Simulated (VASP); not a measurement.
Zr:

```
Zr
1.0
    -1.81000    1.81000    1.81000
     1.81000   -1.81000    1.81000
     1.81000    1.81000   -1.81000
Zr
1
Direct
  0.00000 0.00000 0.00000
```

Base run:

| Item | Value |
| --- | --- |
| Program | VASP 6.6.1 |
| Functional | PBE |
| Potentials or basis | VASP PAW PBE potentials, release 64 (Zr_sv) |
| Cutoff | 520 eV |
| k mesh | 8 × 8 × 8 |
| Occupations | fermi-dirac, width 0.05 eV |
| Spin | no spin polarisation |

Its results: band gap on the k mesh zero (band 6 reaches 9.62 eV, above the bottom of band 7 at 7.98 eV); pressure -2.7 GPa.

Q: The run is repeated on the same cell with these changes: occupations from fermi-dirac, width 0.05 eV to fermi-dirac, width 0.2 eV. What comes out?

A: Band gap on the k mesh zero (band 6 reaches 9.62 eV, above the bottom of band 7 at 7.98 eV); pressure -1.8 GPa.
